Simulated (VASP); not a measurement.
Write the native input for VASP 6.6.1 that does the following.

```yaml
Task: single point
Functional: PBE
Potentials_or_basis: VASP PAW PBE potentials, release 64 (Ge_d, N)
Cutoff: 520 eV
k_mesh: 4 × 4 × 4
Occupations: gaussian, width 0.1 eV
Spin: no spin polarisation
Dipole_correction: no
Further_INCAR_settings: ALGO = Normal; EDIFF = 1e-07; NBANDS = 38
```

The structure of Ge4N lies in POSCAR:

```
Ge4N
1.0
    4.6097555800      0.0000000000      0.0000000000
    0.0000000000      4.6097555800      0.0000000000
    0.0000000000      0.0000000000      4.6097555800
Ge N
4 1
Direct
    0.0000000000      0.5000000000      0.5000000000
    0.5000000000      0.0000000000      0.5000000000
    0.5000000000      0.5000000000      0.0000000000
    0.0000000000      0.0000000000      0.0000000000
    0.5000000000      0.5000000000      0.5000000000
```

These files were run (other wordings do the same):

INCAR

```
SYSTEM = Ge4N
ALGO     = Normal         ! electronic algorithm
EDIFF    = 1E-7           ! SCF threshold, eV
ENCUT    = 520            ! plane-wave cutoff, eV
GGA      = PE             ! functional
ISIF     = 2              ! what is computed and relaxed
ISMEAR   = 0              ! smearing method
LASPH    = .True.         ! aspherical terms in the spheres
LCHARG   = .False.        ! write CHGCAR
LREAL    = .False.        ! projectors in reciprocal space
LWAVE    = .False.        ! write WAVECAR
NBANDS   = 38             ! bands
NELM     = 100            ! most SCF steps
PREC     = Accurate       ! precision mode
SIGMA    = 0.1            ! smearing width, eV
```

KPOINTS

```
k-points
0
Gamma
  4 4 4
  0 0 0
```

Potentials or basis: VASP PAW PBE potentials, release 64 (Ge_d, N).

Run with:

```bash
$ cat potpaw_PBE.64/Ge_d/POTCAR potpaw_PBE.64/N/POTCAR > POTCAR
$ mpirun -np 1 vasp_std > vasp.out
```

Results of the run:

```json
{"Pressure": "-7.5 GPa"}
```

Run time: 80 s on 1 thread of Intel(R) Xeon(R) Platinum 8259CL CPU @ 2.50GHz (Skylake/Cascade Lake), on a shared host, peak memory 0.2 GiB.
